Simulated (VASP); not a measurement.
A run of VASP 6.6.1:

Contents of POSCAR:

```
MoSe
1.0
    0.0000000000      2.7781697501      2.7781697501
    2.7781697501      0.0000000000      2.7781697501
    2.7781697501      2.7781697501      0.0000000000
Mo Se
1 1
Direct
    0.0000000000      0.0000000000      0.0000000000
    0.5000000000      0.5000000000      0.5000000000
```

INCAR.step1

```
PREC     = Accurate       # precision mode
ENCUT    = 520            # plane-wave cutoff, eV
ISMEAR   = 0              # smearing method
SIGMA    = 0.1            # smearing width, eV
LREAL    = False          # projectors in reciprocal space
LASPH    = True           # aspherical terms in the spheres
NELM     = 150            # most SCF steps
ISPIN    = 2              # spin polarisation
MAGMOM   = 2 0            # initial moments
LMAXMIX  = 4              # l up to which the mixer works
LDAU     = True           # DFT+U
LDAUTYPE = 2            
LDAUL    = 2 -1           # shell
LDAUU    = 4.38 0         # U, eV
LDAUJ    = 0 0          
NBANDS   = 21             # bands
GGA      = PE             # functional
ALGO     = Normal         # electronic algorithm
EDIFF    = 1E-4           # SCF threshold, eV
LWAVE    = True           # write WAVECAR
LCHARG   = False          # write CHGCAR
```

INCAR.step2

```
PREC     = Accurate       # precision mode
ENCUT    = 520            # plane-wave cutoff, eV
EDIFF    = 1E-6           # SCF threshold, eV
ISMEAR   = 0              # smearing method
SIGMA    = 0.1            # smearing width, eV
LREAL    = False          # projectors in reciprocal space
LASPH    = True           # aspherical terms in the spheres
NELM     = 150            # most SCF steps
ALGO     = Normal         # electronic algorithm
ISIF     = 2              # what is computed and relaxed
LWAVE    = False          # write WAVECAR
LCHARG   = True           # write CHGCAR
ISPIN    = 2              # spin polarisation
MAGMOM   = 2 0            # initial moments
LORBIT   = 11             # projections on sites
LMAXMIX  = 4              # l up to which the mixer works
LDAU     = True           # DFT+U
LDAUTYPE = 2            
LDAUL    = 2 -1           # shell
LDAUU    = 4.38 0         # U, eV
LDAUJ    = 0 0          
LDAUPRINT= 1            
METAGGA  = R2SCAN         # meta-GGA
LMIXTAU  = True         
LELF     = True           # ELF
LVHAR    = True         
NBANDS   = 21             # bands
ISTART   = 1
```

KPOINTS

```
Automatic mesh
0
Gamma
  12 12 12
```

Potentials or basis: VASP PAW PBE potentials, release 64 (Mo_sv, Se).

The run is started by

```sh
$ cat potpaw_PBE.64/Mo_sv/POTCAR potpaw_PBE.64/Se/POTCAR > POTCAR
$ cp INCAR.step1 INCAR
$ mpirun -np 1 vasp_std > vasp.out
$ cp INCAR.step2 INCAR
$ mpirun -np 1 vasp_std > vasp.out
```

Hardware: 1 thread of Intel Xeon 6975P-C (shared host).

Task: How long does it take, and how much memory?

Result: Wall time 6.2 min on 1 thread of Intel Xeon 6975P-C, with other jobs on the host, peak memory 0.27 GiB. Counts: k points 72.
